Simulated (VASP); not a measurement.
Ta, 2 atoms in the cell. Symmetry: P6_3/mmc, No. 194, hexagonal system. Conventional cell: a = 2.940 Å, b = 2.940 Å, c = 5.028 Å, α = 90.00°, β = 90.00°, γ = 120.00°. Within 3.9 Å of Ta (site symmetry -6m2) lie 12 Ta at 2.94 to 3.03 Å.  This cell differs from its parent crystal: ratio of the length along z to the lengths across it x 0.96, volume and fractional coordinates fixed.

| Item | Value |
| --- | --- |
| Program | VASP 6.6.1 |
| Task | single point |
| Functional | PBE |
| Potentials or basis | VASP PAW PBE potentials, release 64 (Ta_pv) |
| Cutoff | 520 eV |
| k mesh | 21 × 21 × 10 |
| Occupations | gaussian, width 0.15 eV |
| Spin | no spin polarisation |
| Dipole correction | no |
| Further INCAR settings | ALGO = Fast; EDIFF = 1e-07; NBANDS = 18 |

Potentials or basis: VASP PAW PBE potentials, release 64 (Ta_pv).

Launch:

```console
$ cat potpaw_PBE.64/Ta_pv/POTCAR > POTCAR
$ mpirun -np 1 vasp_std > vasp.out
```

Hardware: 1 thread of AMD EPYC 9R45 (Zen 5) (shared host).

Q: Estimate the wall time of this run.

A: Wall time 3.5 min on 1 thread of AMD EPYC 9R45 (Zen 5), with other jobs on the host, peak memory 0.24 GiB. Counts: scf iterations 18, k points 288.
